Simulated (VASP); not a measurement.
A run of VASP 6.6.1 is set up as follows.

Contents of INCAR:

```
ALGO = Normal ; EDIFF = 1E-7
ENCUT = 520 ; GGA = PE
ISIF = 2 ; ISMEAR = 0
LASPH = T ; LCHARG = T
LELF = T ; LREAL = F
LVHAR = T ; LWAVE = F
NBANDS = 16 ; NELM = 60
PREC = Accurate ; SIGMA = 0.05
```

Contents of KPOINTS:

```
k-points
0
Gamma
  10 10 10
```

Contents of POSCAR:

```
ZnS
1.0
    0.0000000000      2.6235105000      2.6235105000
    2.6235105000      0.0000000000      2.6235105000
    2.6235105000      2.6235105000      0.0000000000
Zn S
1 1
Direct
    0.0000000000      0.0000000000      0.0000000000
    0.7500000000      0.7500000000      0.7500000000
```

Potentials or basis: VASP PAW PBE potentials, release 64 (Zn, S).

Launch:

```bash
$ cat potpaw_PBE.64/Zn/POTCAR potpaw_PBE.64/S/POTCAR > POTCAR
$ mpirun -np 1 vasp_std > vasp.out
```

Q: What does it give for the band gap on the k mesh?

A: 2.51 eV, direct.

Q: Predict the pressure.

A: 10.0 GPa.

Caveat: the cell differs from its parent crystal (strain -0.030 along x and y, -0.030 along z).
